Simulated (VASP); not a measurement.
# Ba3Ir (P6/mmm) in VASP: density of states with PBE

Aim: the density of states of Ba3Ir with PBE.

Program: VASP 6.6.1. These are calculated values, not measurements. Logs are shortened: lines on timing, memory, paths and dates and some standing lists are left out, and cuts for length are marked.

**1. The cell of the first run**

It takes space group P6/mmm (No. 191, hexagonal). The conventional cell has a = 5.874 Å, b = 5.874 Å, c = 6.163 Å, α = 90.00°, β = 90.00°, γ = 120.00°. Within 4.1 Å of Ba (site symmetry 6/mmm) lie 2 Ir at 3.08 Å. Ba (site symmetry -6m2) has 3 Ba at 3.39 Å and 3 Ir at 3.39 Å within 4.5 Å. Within 4.1 Å of Ir (site symmetry 6/mmm) lie 8 Ba at 3.08 to 3.39 Å.

**2. Density of states, PBE**

Input file POSCAR:

```
Ba3Ir
1.0
    5.8736847676      0.0000000000      0.0000000000
   -2.9368423838      5.0867602225      0.0000000000
    0.0000000000      0.0000000000      6.1630042433
Ba Ir
3 1
Direct
    0.0000000000      0.0000000000      0.5000000000
    0.3333333333      0.6666666667      0.0000000000
    0.6666666667      0.3333333333      0.0000000000
    0.0000000000      0.0000000000      0.0000000000
```

Input file INCAR.step1:

```
ALGO = Normal
EDIFF = 1E-6
ENCUT = 400
GGA = PE
GGA_COMPAT = F
ISIF = 2
ISMEAR = 0
LASPH = T
LCHARG = T
LMAXMIX = 4
LORBIT = 11
LREAL = F
LWAVE = F
NBANDS = 28
NEDOS = 2001
NELM = 120
PREC = Accurate
SIGMA = 0.1
```

Input file KPOINTS.step1:

```
k-points
0
Gamma
  9 9 8
```

Input file INCAR.step2:

```
ALGO = Normal
EDIFF = 1E-6
ENCUT = 400
GGA = PE
GGA_COMPAT = F
ICHARG = 11
ISIF = 2
ISMEAR = -5
LASPH = T
LCHARG = F
LMAXMIX = 4
LORBIT = 10
LREAL = F
LWAVE = F
NBANDS = 28
NEDOS = 1001
NELM = 120
PREC = Accurate
SIGMA = 0.1
```

Input file KPOINTS.step2:

```
k-points
0
Gamma
  14 14 12
```

Potentials or basis: VASP PAW PBE potentials, release 64 (Ba_sv, Ir).

The run is started by

```console
$ cat potpaw_PBE.64/Ba_sv/POTCAR potpaw_PBE.64/Ir/POTCAR > POTCAR
$ cp INCAR.step1 INCAR
$ cp KPOINTS.step1 KPOINTS
$ mpirun -np 1 vasp_std > vasp.out
$ cp INCAR.step2 INCAR
$ cp KPOINTS.step2 KPOINTS
$ mpirun -np 1 vasp_std > vasp.out
```

OUTCAR:

```text
EDIFF = 1E-6
   ENCUT = 400
   GGA = PE
   ICHARG = 11
   ISIF = 2
   ISMEAR = -5
   LASPH = T
   LORBIT = 10
   LREAL = F
   NELM = 120
   PREC = Accurate

 ion  position               nearest neighbor table
   1  0.000  0.000  0.500-   4 3.08   4 3.08   2 4.58   2 4.58   3 4.58   3 4.58   2 4.58   2 4.58
                             3 4.58   3 4.58   3 4.58   3 4.58   2 4.58   2 4.58
   2  0.333  0.667  0.000-   3 3.39   4 3.39   3 3.39   4 3.39   4 3.39   3 3.39   1 4.58   1 4.58
                             1 4.58   1 4.58   1 4.58   1 4.58
   3  0.667  0.333  0.000-   2 3.39   4 3.39   2 3.39   4 3.39   4 3.39   2 3.39   1 4.58   1 4.58
                             1 4.58   1 4.58   1 4.58   1 4.58
   4  0.000  0.000  0.000-   1 3.08   1 3.08   3 3.39   2 3.39   2 3.39   3 3.39   3 3.39   2 3.39

  LATTYP: Found a hexagonal cell.
 ALAT       =     5.8736847676
 C/A-ratio  =     1.0492568953

  Lattice vectors:

 A1 = (   5.8736847676,   0.0000000000,   0.0000000000)
 A2 = (  -2.9368423838,   5.0867602225,   0.0000000000)
 A3 = (   0.0000000000,   0.0000000000,   6.1630042433)

Analysis of symmetry for initial positions (statically):
=====================================================================
 Subroutine PRICEL returns:
 Original cell was already a primitive cell.

 Routine SETGRP: Setting up the symmetry group for a
 hexagonal supercell.

 Subroutine GETGRP returns: Found 24 space group operations
 (whereof 24 operations were pure point group operations)
 out of a pool of 24 trial point group operations.

The static configuration has the point symmetry D_6h.

Analysis of symmetry for dynamics (positions and initial velocities):
=====================================================================
 Subroutine PRICEL returns:
 Original cell was already a primitive cell.

 Routine SETGRP: Setting up the symmetry group for a
 hexagonal supercell.

 Subroutine GETGRP returns: Found 24 space group operations
 (whereof 24 operations were pure point group operations)
 out of a pool of 24 trial point group operations.

The dynamic configuration has the point symmetry D_6h.

 Subroutine INISYM returns: Found 24 space group operations
 (whereof 24 operations are pure point group operations),
 and found     1 'primitive' translations

----------------------------------------------------------------------------------------

                                     Primitive cell

  volume of cell :     184.1384

[... 92 lines left out ...]
   ENCUT  =  400.0 eV  29.40 Ry    5.42 a.u.   9.58  9.58 10.05*2*pi/ulx,y,z
   NELM   =    120;   NELMIN=  2; NELMDL=  0     # of ELM steps
   EDIFF  = 0.1E-05   stopping-criterion for ELM
   LREAL  =      F    real-space projection
[... 7 lines left out ...]
   TEBEG  =    0.0;   TEEND  =   0.0 temperature during run
   PSTRESS=    0.0 pullay stress
   NELECT =      39.0000    total number of electrons
   NUPDOWN=      -1.0000    fix difference up-down
   EMIN   =  10.00;   EMAX   =-10.00  energy-range for DOS
   EFERMI =   0.00;   METHOD = LEGACY
   ISMEAR =    -5;   SIGMA  =   0.10  broadening in eV -4-tet -1-fermi 0-gaus
   EFERMI_NEDOS =   21; number of points for ismear=-14 and -15
   IALGO  =     38    algorithm
   IMIX   =      4    mixing-type and parameters
     AMIX     =   0.40;   BMIX     =  1.00
     AMIX_MAG =   1.60;   BMIX_MAG =  1.00
  volume/ion in A,a.u.               =      46.03       310.66
  Fermi-wavevector in a.u.,A,eV,Ry     =   0.975847  1.844083 12.956511  0.952277
  Thomas-Fermi vector in A             =   2.106419
   LORBIT       =     10    0 simple, 1 ext, 2 COOP (PROOUT), +10 PAW based schemes
   GGA     = PE    functional components
   LHFCALC =     F    Hartree Fock is set to
   AEXX    =    0.0000 exact exchange contribution
   IVDW    =     0    specifies the selected vdW correction
   LEPSILON=     F    determine dielectric tensor
   LRPA    =     F    only Hartree local field effects (RPA)
 non-spin polarized calculation
 Fermi weights with tetrahedron method with Bloechl corrections
  energy-cutoff  :      400.00
  volume of cell :      184.14
 maximum number of plane-waves:      3380
 NGX is ok and might be reduce to    40

 number of electron      39.0000004 magnetization

 Free energy of the ion-electron system (eV)
  ---------------------------------------------------
  ext. energy  EPLUGINS =         0.00000000
  ---------------------------------------------------
  free energy    TOTEN  =       -14.25134204 eV

  energy without entropy =      -14.25134204  energy(sigma->0) =      -14.25134204

 E-fermi :   2.2713     XC(G=0):  -8.1086

 val. band max:        2.2716349129   @ k =   0.2857  -0.0000   0.2500
 cond. band min:       2.2730397994   @ k =   0.2143   0.1429   0.2500
 fundamental gap:      0.0014048865
 Fermi energy:         2.2713321456

 k-point     1 :       0.0000    0.0000    0.0000
  band No.  band energies     occupation
      1     -26.5438      2.00000
      2     -26.1032      2.00000
      3     -25.7540      2.00000
      4     -12.3537      2.00000
      5     -12.3537      2.00000
      6     -11.8000      2.00000
[... 733 lines left out ...]
     27       5.1142      0.00000
     28       5.1304      0.00000

 [... further k-points ...]
[... 5 lines left out ...]
  --------------------------------------------------------------------------------------
  -------------------------------------------------------------------------------------
  Total        0.7612841      0.7612841      0.8027351      0.0000000      0.0000000      0.0000000
  in kB        6.6238879      6.6238879      6.9845507      0.0000000      0.0000000      0.0000000
  external PRESSURE =       6.7441088 kB  Pullay stress =       0.0000000 kB

 VOLUME and BASIS-vectors are now :
 -----------------------------------------------------------------------------
  energy-cutoff  :      400.00
  volume of cell :      184.14
      direct lattice vectors                 reciprocal lattice vectors
     5.873684768  0.000000000  0.000000000     0.170250880  0.098294391  0.000000000
    -2.936842384  5.086760222  0.000000000     0.000000000  0.196588783  0.000000000
     0.000000000  0.000000000  6.163004243     0.000000000  0.000000000  0.162258529

 POSITION                                       TOTAL-FORCE (eV/Angst)
 -----------------------------------------------------------------------------------
      0.00000      0.00000      3.08150        -0.000000      0.000000      0.000000
     -0.00000      3.39117      0.00000         0.000000     -0.000000      0.000000
      2.93684      1.69559      0.00000         0.000000      0.000000      0.000000
      0.00000      0.00000      0.00000        -0.000000      0.000000      0.000000
 -----------------------------------------------------------------------------------
    total drift:                                0.000000     -0.000000     -0.000000

  FREE ENERGIE OF THE ION-ELECTRON SYSTEM (eV)
  ---------------------------------------------------
  free  energy   TOTEN  =       -14.2513420441 eV

  energy  without entropy=      -14.2513420441  energy(sigma->0) =      -14.25134204

 total charge

# of ion       s       p       d       tot
------------------------------------------
    1        2.048   5.562   0.348   7.958
    2        2.057   5.541   0.423   8.021
    3        2.057   5.541   0.423   8.021
    4        0.764   0.142   7.193   8.098
--------------------------------------------------
tot          6.926  16.787   8.387  32.099
```

OUTCAR.step1:

```text
EDIFF = 1E-6
   ENCUT = 400
   GGA = PE
   ISIF = 2
   ISMEAR = 0
   LASPH = T
   LORBIT = 11
   LREAL = F
[... 980 lines left out ...]
    total drift:                                0.000000     -0.000000      0.000000

  FREE ENERGIE OF THE ION-ELECTRON SYSTEM (eV)
  ---------------------------------------------------
  free  energy   TOTEN  =       -14.2597201721 eV

  energy  without entropy=      -14.2401418344  energy(sigma->0) =      -14.24993100

 total charge

# of ion       s       p       d       tot
------------------------------------------
    1        2.048   5.562   0.347   7.958
    2        2.057   5.541   0.424   8.022
    3        2.057   5.541   0.424   8.022
    4        0.763   0.141   7.192   8.097
--------------------------------------------------
tot          6.925  16.786   8.388  32.099
```

OSZICAR.step1:

```text
N       E                     dE             d eps       ncg     rms          rms(c)
DAV:   1     0.283172761291E+03    0.28317E+03   -0.13951E+04  3376   0.945E+02
DAV:   2     0.590548438215E+01   -0.27727E+03   -0.26442E+03  4428   0.252E+02
DAV:   3    -0.148624092140E+02   -0.20768E+02   -0.20381E+02  4652   0.698E+01
DAV:   4    -0.159609162849E+02   -0.10985E+01   -0.10880E+01  5276   0.135E+01
DAV:   5    -0.159840416400E+02   -0.23125E-01   -0.23094E-01  4420   0.194E+00    0.729E+00
DAV:   6    -0.148011387649E+02    0.11829E+01   -0.71093E+00  4884   0.779E+00    0.700E+00
DAV:   7    -0.144721978019E+02    0.32894E+00   -0.33331E+00  4968   0.840E+00    0.246E+00
DAV:   8    -0.142585946857E+02    0.21360E+00   -0.76137E-01  4264   0.252E+00    0.972E-01
DAV:   9    -0.142599468530E+02   -0.13522E-02   -0.58379E-02  5312   0.891E-01    0.408E-01
DAV:  10    -0.142598075516E+02    0.13930E-03   -0.89597E-03  4804   0.381E-01    0.160E-01
DAV:  11    -0.142597240065E+02    0.83545E-04   -0.15598E-03  4752   0.170E-01    0.598E-02
DAV:  12    -0.142597196861E+02    0.43205E-05   -0.10633E-04  4608   0.492E-02    0.144E-02
DAV:  13    -0.142597195992E+02    0.86906E-07   -0.12491E-05  4704   0.141E-02    0.600E-03
DAV:  14    -0.142597201721E+02   -0.57295E-06   -0.14953E-06  2904   0.620E-03
   1 F= -.14259720E+02 E0= -.14249931E+02  d E =-.195783E-01
```

Run time: 7.6 min. Hardware: 1 thread of Intel Xeon Platinum 8259CL at 2.50GHz (Skylake/Cascade Lake), shared host; peak memory 0.62 GiB.

What came out:

```
Valence electrons inside the program's atomic spheres : Ba 7.96, 8.02; Ir 8.10
```

Caveat: spin-orbit coupling is left out, which moves the levels of the heavy elements; tetrahedron occupations give inexact forces and stress in metals.
